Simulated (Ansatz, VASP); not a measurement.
**LiF: VASP beside Ansatz**

```
Li F
1.0
     3.08105    0.00000    0.00000
    -1.54053    2.66827    0.00000
     0.00000    0.00000    4.78523
Li F
2 2
Direct
  0.33333 0.66667 0.38244
  0.66667 0.33333 0.88244
  0.33333 0.66667 0.99256
  0.66667 0.33333 0.49256
```

Alike in both runs: task single point; functional r2SCAN; k mesh 6 × 6 × 4; no spin polarisation.

|  | VASP | Ansatz |
| --- | --- | --- |
| version | VASP 6.6.1 | Ansatz 0.2.0 |
| potentials or method | VASP PAW PBE potentials, release 64 (Li_sv, F) | plane waves |
| plane-wave cutoff (eV) | 520 | 500 |
| occupations | gaussian, width 0.01 eV | fixed |
| valence electrons in the cell | 20 | 20 |

```csv
,VASP,Ansatz,Ansatz less VASP
gap on the k mesh at the Fermi level (eV),8.68,8.58,-0.094
```

VASP's potentials were made for PBE, not for r2SCAN.

Noted on VASP's run: the cutoff is short for stress, so the pressure is rough.
